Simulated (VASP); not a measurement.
Set up this calculation in VASP 6.6.1, as the native input.

```
Task                   : single point
Functional             : LDA
Potentials or basis    : VASP PAW LDA potentials, release 64 (Sr_sv)
Cutoff                 : 520 eV
k mesh                 : 10 × 10 × 3
Occupations            : fermi-dirac, width 0.1 eV
Spin                   : no spin polarisation
Dipole correction      : no
Further INCAR settings : ALGO = Normal; EDIFF = 1e-06; NBANDS = 28
```

The structure of Sr lies in POSCAR:

```
Sr
1.0
    3.9904128071      0.0000000000      0.0000000000
   -1.9952064035      3.4557988625      0.0000000000
    0.0000000000      0.0000000000     13.0528622604
Sr
4
Direct
    0.0000000000      0.0000000000      1.0000000000
    0.0000000000      0.0000000000      0.5000000000
    0.3333333333      0.6666666667      0.2500000000
    0.6666666667      0.3333333333      0.7500000000
```

This cell differs from its parent crystal: volume scaled by 0.92.

The input as run:

INCAR

```
SYSTEM = Sr
PREC     = Accurate       ! precision mode
ENCUT    = 520            ! plane-wave cutoff, eV
EDIFF    = 1E-6           ! SCF threshold, eV
ISMEAR   = -1             ! smearing method
SIGMA    = 0.1            ! smearing width, eV
LREAL    = .False.        ! projectors in reciprocal space
LASPH    = .True.         ! aspherical terms in the spheres
NELM     = 60             ! most SCF steps
ALGO     = Normal         ! electronic algorithm
ISIF     = 2              ! what is computed and relaxed
LWAVE    = .False.        ! write WAVECAR
LCHARG   = .False.        ! write CHGCAR
GGA      = CA             ! functional
NBANDS   = 28             ! bands
```

KPOINTS

```
Automatic mesh
0
Gamma
  10 10 3
  0 0 0
```

Potentials or basis: VASP PAW LDA potentials, release 64 (Sr_sv).

Run with:

```console
$ cat potpaw_LDA.64/Sr_sv/POTCAR > POTCAR
$ mpirun -np 1 vasp_std > vasp.out
```

Results of the run:

| Property | Result |
| --- | --- |
| Pressure | 1.2 GPa |
| Band gap on the k mesh | zero (band 20 reaches 2.18 eV, above the bottom of band 21 at 2.15 eV) |

Run time: 64 s on 1 thread of Intel(R) Xeon(R) 6975P-C (Granite Rapids) (shared host), peak memory 0.28 GiB.
